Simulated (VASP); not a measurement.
Mo: relaxation of cell and atoms with r2SCAN+D3(BJ)

Mo:

```xyz
1
Lattice="-1.5838 1.5838 1.5838 1.5838 -1.5838 1.5838 1.5838 1.5838 -1.5838" Properties=species:S:1:pos:R:3 pbc="T T T"
Mo    0.0000    0.0000    0.0000
```

```json
{
  "Program": "VASP 6.6.1",
  "Task": "relaxation of cell and atoms",
  "Functional": "r2SCAN",
  "Dispersion": "D3(BJ)",
  "Potentials or basis": "VASP PAW PBE potentials, release 64 (Mo_sv)",
  "Cutoff": "600 eV",
  "k mesh": "12 × 12 × 12",
  "Occupations": "fermi-dirac, width 0.05 eV",
  "Spin": "no spin polarisation",
  "Dipole correction": "no",
  "Further INCAR settings": "ALGO = Normal; EDIFF = 1e-06; IBRION = 2; EDIFFG = -0.01; NSW = 60; ISIF = 3"
}
```

| Quantity | Value |
| --- | --- |
| Relaxed volume | 15.49 Å³/atom |
| Relaxed cell | a = 2.720 Å, b = 2.720 Å, c = 2.720 Å, α = 109.47°, β = 109.47°, γ = 109.47° |
| Space group after relaxing (to 0.1 Å) | Im-3m (No. 229) |
| Energy gained by relaxing | 8.8 meV/atom |
| Ionic steps | 4 |
| Pressure after relaxing | 0.0 GPa |
| Band gap on the k mesh | zero (bands 7 and 8 overlap by 5.64 eV) |
| Dispersion energy per atom | -0.340 eV |

The path:
| step | energy change (eV) | largest force (eV/Å) | pressure (GPa) | volume (Å³) |
| --- | --- | --- | --- | --- |
| 1 | 0.0000 | 0.0000 | -6.84 | 15.89 |
| 2 | 0.0712 | 0.0000 | 24.66 | 14.38 |
| 3 | -0.0088 | 0.0000 | -0.20 | 15.50 |
| 4 | -0.0088 | 0.0000 | -0.01 | 15.49 |

Final structure:
```
Mo
1.0
    -1.57044    1.57044    1.57044
     1.57044   -1.57044    1.57044
     1.57044    1.57044   -1.57044
Mo
1
Direct
  0.00000 0.00000 0.00000
```

Levels at points of the mesh, in eV from the Fermi level:
| k point | band 4 | band 5 | band 6 | band 7 | band 8 | band 9 | band 10 | band 11 |
| --- | --- | --- | --- | --- | --- | --- | --- | --- |
| (0.00, 0.00, 0.00) | -35.66 | -7.68 | -1.42 | -1.42 | -1.42 | 1.95 | 1.95 | 15.52 |
| (0.50, 0.00, 0.00) | -35.67 | -5.64 | -3.61 | 1.63 | 1.93 | 2.64 | 5.01 | 12.55 |
| (0.50, 0.50, 0.50) | -36.72 | -5.70 | -5.70 | 4.21 | 4.21 | 4.21 | 9.57 | 9.57 |

It took 8.3 min on 1 thread of AMD EPYC 7R13 (shared host), peak memory 0.14 GiB.

Caveat: the PAW data sets were made with another functional, which shifts forces and pressure a little.
